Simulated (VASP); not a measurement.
Input of a VASP 6.6.1 run:

The input INCAR:

```
SYSTEM = Ta2GeN4
PREC = Accurate ; ENCUT = 520
EDIFF = 1E-7 ; ISMEAR = 0
SIGMA = 0.1 ; LREAL = .False.
LASPH = .True. ; NELM = 80
ALGO = Normal ; ISIF = 2
LWAVE = .False. ; LCHARG = .False.
GGA = PE ; NBANDS = 37
```

Contents of KPOINTS:

```
Automatic mesh
0
Gamma
  4 6 4
  0 0 0
```

The input POSCAR:

```
Ta2GeN4
1.0
    5.3158456800      0.0000000000      0.0000000000
    0.0000000000      3.0281974600      0.0000000000
   -0.1693427500      0.0000000000      5.5861266400
Ta Ge N
2 1 4
Direct
    0.5000000000      0.5000000000      0.5000000000
    0.0000000000      0.0000000000      0.0000000000
    0.5000000000      0.0000000000      0.0000000000
    0.7909240100      0.5000000000      0.1628029900
    0.2090759900      0.5000000000      0.8371970100
    0.2950080000      0.0000000000      0.3347820000
    0.7049920000      0.0000000000      0.6652180000
```

Potentials or basis: VASP PAW PBE potentials, release 64 (Ta_pv, Ge_d, N).

The run is started by

```bash
$ cat potpaw_PBE.64/Ta_pv/POTCAR potpaw_PBE.64/Ge_d/POTCAR potpaw_PBE.64/N/POTCAR > POTCAR
$ mpirun -np 1 vasp_std > vasp.out
```

(1) What does it give for the band gap on the k mesh?

(2) What does it give for the largest force?

Results:

(1) zero (band 28 reaches 6.04 eV, above the bottom of band 29 at 5.10 eV).

(2) 1.367 eV/Å.

Caveat: spin-orbit coupling is left out, which moves the levels of the heavy elements; forces of over 1 eV/Å act on the atoms, so gaps and moduli don't describe the material at rest.
